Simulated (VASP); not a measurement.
## NbH2: single point with PBEsol

NbH2:

```
CELL_PARAMETERS angstrom
0.00000 2.28150 2.28150
2.28150 0.00000 2.28150
2.28150 2.28150 0.00000
ATOMIC_POSITIONS crystal
Nb 0.00000 0.00000 0.00000
H 0.24452 0.24452 0.25548
H 0.74452 0.74452 0.75548
```

This cell differs from its parent crystal: all H atoms moved +0.025 Å, as atom 2 towards its neighbour atom 3 (H) at 2.281 Å.

```
Program             : VASP 6.6.1
Task                : single point
Functional          : PBEsol
Potentials or basis : VASP PAW PBE potentials, release 64 (Nb_sv, H)
Cutoff              : 520 eV
k mesh              : 18 × 18 × 18
Occupations         : gaussian, width 0.15 eV
Spin                : no spin polarisation
```

| Item | Value |
| --- | --- |
| Pressure | -5.7 GPa |
| Largest force | 0.205 eV/Å |
| Band gap on the k mesh | zero (an odd number of electrons rules out a gap without spin polarisation) |

Forces in eV/Å, atoms in the order of the input:
```
Nb   0.000  0.000 -0.205
H    0.000  0.000  0.103
H    0.000  0.000  0.103
```

Levels at points of the mesh, in eV from the Fermi level:
```tsv
k point	band 3	band 4	band 5	band 6	band 7	band 8	band 9	band 10	band 11	band 12
(0.00, 0.00, 0.00)	-31.11	-31.11	-10.68	-1.47	-1.36	-1.36	-0.95	1.27	1.27	12.28
(0.50, 0.00, 0.00)	-31.19	-31.19	-8.36	-4.91	-1.21	-1.21	2.64	2.64	5.10	6.11
(0.50, 0.50, 0.00)	-31.34	-31.34	-7.49	-5.00	-4.33	2.82	2.88	2.88	7.07	7.07
(0.00, 0.50, 0.50)	-31.34	-31.34	-7.48	-4.98	-4.35	2.82	2.87	2.88	7.05	7.07
```

Wall time 70 s on 1 thread of AMD EPYC 9R45 96-Core Processor (Zen 5), on a shared host, peak memory 0.24 GiB.

Caveat: the cell differs from its parent crystal (all H atoms moved +0.025 Å, as atom 2 towards its neighbour atom 3 (H) at 2.281 Å); the cell stands under tension; the PAW data sets were made with another functional, which shifts forces and pressure a little; an odd number of electrons without spin polarisation forces a metal; a magnetic or distorted state may lie lower.
